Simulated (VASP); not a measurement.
# FeAu (R-3m) in VASP: notebook

FeAu is run at these levels: PBE, PBEsol; tasks: single point.

All numbers are computed with VASP 6.6.1; they aren't measurements. Logs are shortened: lines on timing, memory, paths and dates and some standing lists are left out, and cuts for length are marked.

**1. The cell of the first run**

It takes space group R-3m (No. 166, trigonal). The conventional cell has a = 2.766 Å, b = 2.766 Å, c = 13.135 Å, α = 90.00°, β = 90.00°, γ = 120.00°. Within 3.6 Å of Au (site symmetry -3m) lie 6 Fe at 2.71 Å and 6 Au at 2.77 Å. Within 3.6 Å of Fe (site symmetry -3m) lie 6 Au at 2.71 Å and 6 Fe at 2.77 Å.

**2. Single point, PBE, collinear spin, ferromagnetic start**

Input file INCAR:

```
SYSTEM = FeAu
PREC = Accurate
ENCUT = 520
EDIFF = 1E-7
ISMEAR = -1
SIGMA = 0.05
LREAL = .FALSE.
LASPH = .TRUE.
NELM = 150
ALGO = Normal
ISIF = 2
LWAVE = .FALSE.
LCHARG = .FALSE.
ISPIN = 2
MAGMOM = 0 3
LORBIT = 11
LMAXMIX = 4
GGA = PE
NBANDS = 20
```

Input file KPOINTS:

```
Automatic mesh
0
G
  11 11 11
  0 0 0
```

Input file POSCAR:

```
FeAu
1.0
    1.3829285850      0.7984341908      4.3782143661
   -1.3829285850      0.7984341908      4.3782143661
    0.0000000000     -1.5968683817      4.3782143661
Au Fe
1 1
Direct
    0.0000000000      0.0000000000      0.0000000000
    0.5000000000      0.5000000000      0.5000000000
```

Potentials or basis: VASP PAW PBE potentials, release 64 (Au, Fe).

Started as:

```console
> cat potpaw_PBE.64/Au/POTCAR potpaw_PBE.64/Fe/POTCAR > POTCAR
> mpirun -np 1 vasp_std > vasp.out
```

OUTCAR:

```text
SYSTEM = FeAu
   PREC = Accurate
   ENCUT = 520
   EDIFF = 1E-7
   ISMEAR = -1
   LREAL = .FALSE.
   LASPH = .TRUE.
   NELM = 150
   ISIF = 2
   ISPIN = 2
   LORBIT = 11
   GGA = PE

 ion  position               nearest neighbor table
   1  0.000  0.000  0.000-   2 2.71   2 2.71   2 2.71   2 2.71   2 2.71   2 2.71
   2  0.500  0.500  0.500-   1 2.71   1 2.71   1 2.71   1 2.71   1 2.71   1 2.71

  LATTYP: Found a trigonal (rhomboedric) cell.
 ALAT       =     4.6603379345
 COS(alpha) =     0.8238856747

  Lattice vectors:

 A1 = (   1.3829285850,   0.7984341908,   4.3782143661)
 A2 = (  -1.3829285850,   0.7984341908,   4.3782143661)
 A3 = (   0.0000000000,  -1.5968683817,   4.3782143661)

Analysis of symmetry for initial positions (statically):
=====================================================================
 Subroutine PRICEL returns:
 Original cell was already a primitive cell.

 Routine SETGRP: Setting up the symmetry group for a
 trigonal (rhombohedral) supercell.

 Subroutine GETGRP returns: Found 12 space group operations
 (whereof 12 operations were pure point group operations)
 out of a pool of 12 trial point group operations.

The static configuration has the point symmetry D_3d.

Analysis of symmetry for dynamics (positions and initial velocities):
=====================================================================
 Subroutine PRICEL returns:
 Original cell was already a primitive cell.

 Routine SETGRP: Setting up the symmetry group for a
 trigonal (rhombohedral) supercell.

 Subroutine GETGRP returns: Found 12 space group operations
 (whereof 12 operations were pure point group operations)
 out of a pool of 12 trial point group operations.

The dynamic configuration has the point symmetry D_3d.

Analysis of structural, dynamic, and magnetic symmetry:
=====================================================================
 Subroutine PRICEL returns:
 Original cell was already a primitive cell.

 Routine SETGRP: Setting up the symmetry group for a
 trigonal (rhombohedral) supercell.

 Subroutine GETGRP returns: Found 12 space group operations
 (whereof 12 operations were pure point group operations)
 out of a pool of 12 trial point group operations.

The overall configuration has the point symmetry D_3d.

 Subroutine INISYM returns: Found 12 space group operations
 (whereof 12 operations are pure point group operations),
 and found     1 'primitive' translations

----------------------------------------------------------------------------------------

                                     Primitive cell

  volume of cell :      29.0060

  direct lattice vectors                    reciprocal lattice vectors
     1.382928585  0.798434191  4.378214366     0.361551569  0.208741896  0.076134539
    -1.382928585  0.798434191  4.378214366    -0.361551569  0.208741896  0.076134539
     0.000000000 -1.596868382  4.378214366     0.000000000 -0.417483792  0.076134539

  length of vectors
     4.660337935  4.660337935  4.660337935     0.424369160  0.424369160  0.424369160

  position of ions in fractional coordinates (direct lattice)
     0.000000000  0.000000000  0.000000000
     0.500000000  0.500000000  0.500000000

  ion indices of the primitive-cell ions
   primitive index   ion index
                 1           1
                 2           2

----------------------------------------------------------------------------------------

 KPOINTS: Automatic mesh

Automatic generation of k-mesh.
 Grid dimensions read from file:
 generate k-points for:   11   11   11

 Generating k-lattice:

  Cartesian coordinates                     Fractional coordinates (reciprocal lattice)
     0.032868324  0.018976536  0.006921322     0.090909091  0.000000000  0.000000000
    -0.032868324  0.018976536  0.006921322     0.000000000  0.090909091  0.000000000
     0.000000000 -0.037953072  0.006921322     0.000000000  0.000000000  0.090909091

  Length of vectors
     0.038579015  0.038579015  0.038579015

  Shift w.r.t. Gamma in fractional coordinates (k-lattice)
     0.000000000  0.000000000  0.000000000

 Subroutine IBZKPT returns following result:
 ===========================================

 Found    146 irreducible k-points:

 Following reciprocal coordinates:
            Coordinates               Weight
  0.000000  0.000000  0.000000      1.000000
  0.090909  0.000000  0.000000      6.000000
  0.181818  0.000000  0.000000      6.000000
  0.272727  0.000000  0.000000      6.000000
  0.363636  0.000000  0.000000      6.000000
  0.454545  0.000000  0.000000      6.000000
[... 16 lines left out ...]
 -0.272727  0.181818  0.000000     12.000000
 -0.181818  0.181818  0.000000      6.000000
 [... further k-points ...]
   k-points           NKPTS =    146   k-points in BZ     NKDIM =    146   number of bands    NBANDS=     20
   number of dos      NEDOS =    301   number of ions     NIONS =      2
   total plane-waves  NPLWV =  46656
   dimension x,y,z NGX =    36 NGY =   36 NGZ =   36
   dimension x,y,z NGXF=    72 NGYF=   72 NGZF=   72
   ions per type =               1   1
   NGX,Y,Z   is equivalent  to a cutoff of  12.84, 12.84, 12.84 a.u.
   NGXF,Y,Z  is equivalent  to a cutoff of  25.68, 25.68, 25.68 a.u.
 SYSTEM =  FeAu
   PREC   = accura    normal or accurate (medium, high low for compatibility)
   ISTART =      0    job   : 0-new  1-cont  2-samecut
   ICHARG =      2    charge: 1-file 2-atom 10-const
   ISPIN  =      2    spin polarized calculation?
   LNONCOLLINEAR =      F non collinear calculations
   LSORBIT =      F    spin-orbit coupling
   LASPH  =      T    aspherical Exc in radial PAW
   ENCUT  =  520.0 eV  38.22 Ry    6.18 a.u.   8.67  8.67  8.67*2*pi/ulx,y,z
   NELM   =    150;   NELMIN=  2; NELMDL= -5     # of ELM steps
   EDIFF  = 0.1E-06   stopping-criterion for ELM
   LREAL  =      F    real-space projection
   EDIFFG = 0.1E-05   stopping-criterion for IOM
   NSW    =      0    number of steps for IOM
   IBRION =     -1    ionic relax: 0-MD 1-quasi-New 2-CG
   NFREE  =      0    steps in history (QN), initial steepest desc. (CG)
   ISIF   =      2    stress and relaxation
   ISYM   =      2    0-nonsym 1-usesym 2-fastsym
   POTIM  = 0.5000    time-step for ionic-motion
   TEBEG  =    0.0;   TEEND  =   0.0 temperature during run
   PSTRESS=    0.0 pullay stress
   NELECT =      19.0000    total number of electrons
   NUPDOWN=      -1.0000    fix difference up-down
   EMIN   =  10.00;   EMAX   =-10.00  energy-range for DOS
   EFERMI =   0.00;   METHOD = LEGACY
   ISMEAR =    -1;   SIGMA  =   0.05  broadening in eV -4-tet -1-fermi 0-gaus
   EFERMI_NEDOS =   21; number of points for ismear=-14 and -15
   IALGO  =     38    algorithm
   IMIX   =      4    mixing-type and parameters
     AMIX     =   0.40;   BMIX     =  1.00
     AMIX_MAG =   1.60;   BMIX_MAG =  1.00
  volume/ion in A,a.u.               =      14.50        97.87
  Fermi-wavevector in a.u.,A,eV,Ry     =   1.421773  2.686762 27.503347  2.021439
  Thomas-Fermi vector in A             =   2.542547
   LORBIT       =     11    0 simple, 1 ext, 2 COOP (PROOUT), +10 PAW based schemes
   GGA     = PE    functional components
   LHFCALC =     F    Hartree Fock is set to
   AEXX    =    0.0000 exact exchange contribution
   IVDW    =     0    specifies the selected vdW correction
   LEPSILON=     F    determine dielectric tensor
   LRPA    =     F    only Hartree local field effects (RPA)
 spin polarized calculation
  energy-cutoff  :      520.00
  volume of cell :       29.01
 maximum number of plane-waves:       797
   NGX = 17   NGY = 17   NGZ = 17

 number of electron      18.9999998 magnetization       2.8338858

 Free energy of the ion-electron system (eV)
  ---------------------------------------------------
  ext. energy  EPLUGINS =         0.00000000
  ---------------------------------------------------
  free energy    TOTEN  =       -10.95444029 eV

  energy without entropy =      -10.93967870  energy(sigma->0) =      -10.94705949

 E-fermi :   8.3124     XC(G=0): -12.7626

 val. band max:        8.3118411890   @ k =  -0.2727   0.3636   0.1818
 cond. band min:       8.3125431526   @ k =   0.3636   0.0909   0.0909
 fundamental gap:      0.0007019636
 Fermi energy:         8.3123851903

 spin component 1

 k-point     1 :       0.0000    0.0000    0.0000
  band No.  band energies     occupation
      1      -1.7148      1.00000
      2       1.1858      1.00000
      3       3.0456      1.00000
      4       3.0456      1.00000
      5       4.4051      1.00000
      6       4.4051      1.00000
[... 12 lines left out ...]
     19      29.2702      0.00000
     20      30.7088      0.00000

 k-point     2 :       0.0909    0.0000    0.0000
  band No.  band energies     occupation
      1      -1.4229      1.00000
      2       1.3515      1.00000
      3       2.9201      1.00000
      4       3.2367      1.00000
      5       4.1062      1.00000
      6       4.4065      1.00000
[... 12 lines left out ...]
     19      28.8436      0.00000
     20      30.1864      0.00000

 k-point     3 :       0.1818    0.0000    0.0000
  band No.  band energies     occupation
      1      -0.6115      1.00000
      2       1.7554      1.00000
      3       2.7061      1.00000
      4       3.4143      1.00000
      5       3.7694      1.00000
      6       4.4108      1.00000
[... 12 lines left out ...]
     19      27.5924      0.00000
     20      29.9838      0.00000

 k-point     4 :       0.2727    0.0000    0.0000
  band No.  band energies     occupation
      1       0.4059      1.00000
      2       1.9779      1.00000
      3       2.7399      1.00000
      4       3.0560      1.00000
      5       4.2892      1.00000
      6       4.6570      1.00000
[... 429 lines left out ...]
 k-point    23 :      -0.2727    0.1818    0.0000
  band No.  band energies     occupation
      1       1.6726      1.00000
      2       2.2000      1.00000
      3       2.4601      1.00000
      4       3.1449      1.00000
      5       3.5491      1.00000
      6       5.0177      1.00000
[... 12 lines left out ...]
     19      29.3219      0.00000
     20      30.4631      0.00000

 k-point    24 :      -0.1818    0.1818    0.0000
  band No.  band energies     occupation
      1       1.0939      1.00000
      2       2.1778      1.00000
      3       2.5109      1.00000
      4       2.5979      1.00000
      5       3.8615      1.00000
      6       5.1422      1.00000
[... 12 lines left out ...]
     19      29.3873      0.00000
     20      30.3514      0.00000

 [... further k-points ...]

 spin component 2

 k-point     1 :       0.0000    0.0000    0.0000
  band No.  band energies     occupation
      1      -1.6598      1.00000
      2       1.3075      1.00000
      3       3.1449      1.00000
      4       3.1449      1.00000
      5       4.7441      1.00000
      6       4.7441      1.00000
[... 12 lines left out ...]
     19      29.2124      0.00000
     20      30.7133      0.00000

 k-point     2 :       0.0909    0.0000    0.0000
  band No.  band energies     occupation
      1      -1.3651      1.00000
      2       1.4679      1.00000
      3       3.0152      1.00000
      4       3.3423      1.00000
      5       4.3305      1.00000
      6       4.7133      1.00000
[... 12 lines left out ...]
     19      28.8852      0.00000
     20      30.3363      0.00000

 k-point     3 :       0.1818    0.0000    0.0000
  band No.  band energies     occupation
      1      -0.5466      1.00000
      2       1.8540      1.00000
      3       2.8037      1.00000
      4       3.5364      1.00000
      5       3.9012      1.00000
      6       4.6325      1.00000
[... 12 lines left out ...]
     19      27.8269      0.00000
     20      30.0619      0.00000

 k-point     4 :       0.2727    0.0000    0.0000
  band No.  band energies     occupation
      1       0.4665      1.00000
      2       2.0605      1.00000
      3       2.8345      1.00000
      4       3.2012      1.00000
      5       4.4887      1.00000
      6       4.7598      1.00000
[... 429 lines left out ...]
 k-point    23 :      -0.2727    0.1818    0.0000
  band No.  band energies     occupation
      1       1.7428      1.00000
      2       2.3049      1.00000
      3       2.6127      1.00000
      4       3.2712      1.00000
      5       3.7519      1.00000
      6       6.7736      1.00000
[... 12 lines left out ...]
     19      29.6395      0.00000
     20      30.7484      0.00000

 k-point    24 :      -0.1818    0.1818    0.0000
  band No.  band energies     occupation
      1       1.1960      1.00000
      2       2.2490      1.00000
      3       2.6185      1.00000
      4       2.6912      1.00000
      5       4.0907      1.00000
      6       5.6406      1.00000
[... 12 lines left out ...]
     19      29.5983      0.00000
     20      30.3158      0.00000

 [... further k-points ...]

------------------------ aborting loop because EDIFF is reached ----------------------------------------

  FORCE on cell =-STRESS in cart. coord.  units (eV):
  Direction    XX          YY          ZZ          XY          YZ          ZX
  --------------------------------------------------------------------------------------
  -------------------------------------------------------------------------------------
  Total        1.5562800      1.5562800      1.7815017      0.0000000     -0.0000000      0.0000000
  in kB       85.9629191     85.9629191     98.4033002      0.0000000     -0.0000000      0.0000000
  external PRESSURE =      90.1097128 kB  Pullay stress =       0.0000000 kB

 VOLUME and BASIS-vectors are now :
 -----------------------------------------------------------------------------
  energy-cutoff  :      520.00
  volume of cell :       29.01
      direct lattice vectors                 reciprocal lattice vectors
     1.382928585  0.798434191  4.378214366     0.361551569  0.208741896  0.076134539
    -1.382928585  0.798434191  4.378214366    -0.361551569  0.208741896  0.076134539
     0.000000000 -1.596868382  4.378214366     0.000000000 -0.417483792  0.076134539

 POSITION                                       TOTAL-FORCE (eV/Angst)
 -----------------------------------------------------------------------------------
      0.00000      0.00000      0.00000         0.000000      0.000000     -0.000000
      0.00000     -0.00000      6.56732         0.000000     -0.000000      0.000000
 -----------------------------------------------------------------------------------
    total drift:                                0.000000     -0.000000      0.000000

  FREE ENERGIE OF THE ION-ELECTRON SYSTEM (eV)
  ---------------------------------------------------
  free  energy   TOTEN  =       -10.9544402898 eV

  energy  without entropy=      -10.9396786965  energy(sigma->0) =      -10.94705949

 total charge

# of ion       s       p       d       tot
------------------------------------------
    1        0.633   0.512   8.687   9.832
    2        0.393   0.387   6.153   6.933
--------------------------------------------------
tot          1.026   0.898  14.840  16.764

 magnetization (x)

# of ion       s       p       d       tot
------------------------------------------
    1       -0.014  -0.040   0.103   0.049
    2       -0.004  -0.019   2.830   2.807
--------------------------------------------------
tot         -0.019  -0.059   2.933   2.855
```

It took 2 min on 1 thread of Intel Xeon 6975P-C (Granite Rapids), shared host; peak memory 0.34 GiB.

What came out:

| Property | Result |
| --- | --- |
| Free energy | -10.9544 eV |
| Pressure | 9.0 GPa |
| Net moment | 2.83 μB per cell |
| Site moments | Au +0.05; Fe +2.81 μB |
| Valence electrons inside the program's atomic spheres | Au 9.83; Fe 6.93 |

Caveat: the cell stands under pressure; spin-orbit coupling is left out, which moves the levels of the heavy elements.

**3. Single point, PBE, collinear spin, ferromagnetic start**

This run uses another cell than the first one, of 14.81 Å³/atom.

Input file INCAR:

```
SYSTEM = FeAu
PREC = Accurate ; ENCUT = 520
EDIFF = 1E-6 ; ISMEAR = -1
SIGMA = 0.05 ; LREAL = .FALSE.
LASPH = .TRUE. ; NELM = 150
ALGO = Fast ; ISIF = 2
LWAVE = .FALSE. ; LCHARG = .FALSE.
ISPIN = 2 ; MAGMOM = 0 3
LORBIT = 11 ; LMAXMIX = 4
GGA = PE ; NBANDS = 20
```

KPOINTS is that of step 2.

Input file POSCAR:

```
FeAu
1.0
    1.3926678396      0.8040571521      4.4090478775
   -1.3926678396      0.8040571521      4.4090478775
    0.0000000000     -1.6081143042      4.4090478775
Au Fe
1 1
Direct
    0.0000000000      0.0000000000      0.0000000000
    0.5000000000      0.5000000000      0.5000000000
```

Potentials or basis: VASP PAW PBE potentials, release 64 (Au, Fe).

Started as:

```console
> cat potpaw_PBE.64/Au/POTCAR potpaw_PBE.64/Fe/POTCAR > POTCAR
> mpirun -np 1 vasp_std > vasp.out
```

Wall time 2.4 min (1 thread of Intel Xeon 6975P-C (Granite Rapids), shared host); peak memory 0.34 GiB.

It converged, with:

- Free energy: -10.9818 eV
- Pressure: 5.1 GPa
- Net moment: 2.85 μB per cell
- Site moments: Au +0.04; Fe +2.83 μB
- Valence electrons inside the program's atomic spheres: Au 9.80; Fe 6.90

Stress tensor (GPa, compression positive):
```
4.72 0.00 0.00
0.00 4.72 0.00
0.00 0.00 6.01
```

Levels at points of the mesh, in eV from the Fermi level:
Spin up:
| k point | band 8 | band 9 | band 10 | band 11 | band 12 | band 13 | band 14 | band 15 |
| --- | --- | --- | --- | --- | --- | --- | --- | --- |
| (0.00, 0.00, 0.00) | -2.24 | -2.24 | -1.53 | -1.53 | -0.78 | 4.46 | 14.82 | 17.26 |
Spin down:
```
           k point  band 4  band 5  band 6  band 7  band 8  band 9  band 10  band 11  band 12  band 13
(0.00, 0.00, 0.00)   -5.06   -3.52   -3.52   -1.33   -0.69    0.29     0.29     1.27     1.27     5.43
```

Caveat: the cell stands under pressure; spin-orbit coupling is left out, which moves the levels of the heavy elements.

**4. Single point, PBE, collinear spin, ferromagnetic start**

This run uses another cell than the first one, of 15.12 Å³/atom.

Input file INCAR:

```
PREC = Accurate
ENCUT = 520
EDIFF = 1E-6
ISMEAR = -1
SIGMA = 0.05
LREAL = False
LASPH = True
NELM = 150
ALGO = Normal
ISIF = 2
LWAVE = False
LCHARG = False
ISPIN = 2
MAGMOM = 0 3
LORBIT = 11
LMAXMIX = 4
GGA = PE
NBANDS = 20
```

Input file KPOINTS:

```
Automatic mesh
0
Gamma
  11 11 11
```

Input file POSCAR:

```
FeAu
1.0
    1.4022727489      0.8096025491      4.4394560652
   -1.4022727489      0.8096025491      4.4394560652
    0.0000000000     -1.6192050981      4.4394560652
Au Fe
1 1
Direct
    0.0000000000      0.0000000000      0.0000000000
    0.5000000000      0.5000000000      0.5000000000
```

Started as:

```console
> cat potpaw_PBE.64/Au/POTCAR potpaw_PBE.64/Fe/POTCAR > POTCAR
> mpirun -np 1 vasp_std > vasp.out
```

Wall time 1.9 min (1 thread of Intel Xeon 6975P-C (Granite Rapids), shared host); peak memory 0.34 GiB.

The run converged. Its results:

```yaml
Free_energy: -10.9951 eV
Pressure: 1.7 GPa
Net_moment: 2.88 μB per cell
Site_moments: Au +0.04; Fe +2.86 μB
Valence_electrons_inside_the_program's_atomic_spheres: Au 9.77; Fe 6.86
```

Stress tensor (GPa, compression positive):
```
1.25 0.00 0.00
0.00 1.25 0.00
0.00 0.00 2.60
```

Levels at points of the mesh, in eV from the Fermi level:
Spin up:
```csv
k point,band 9,band 10,band 11,band 12,band 13,band 14
"(0.00, 0.00, 0.00)",-2.27,-1.58,-1.58,-0.74,4.30,14.82
```
Spin down:
```csv
k point,band 5,band 6,band 7,band 8,band 9,band 10,band 11,band 12
"(0.00, 0.00, 0.00)",-3.47,-3.47,-1.30,-0.65,0.30,0.30,1.25,1.25
```

Caveat: spin-orbit coupling is left out, which moves the levels of the heavy elements.

[end of part 1 of 2]
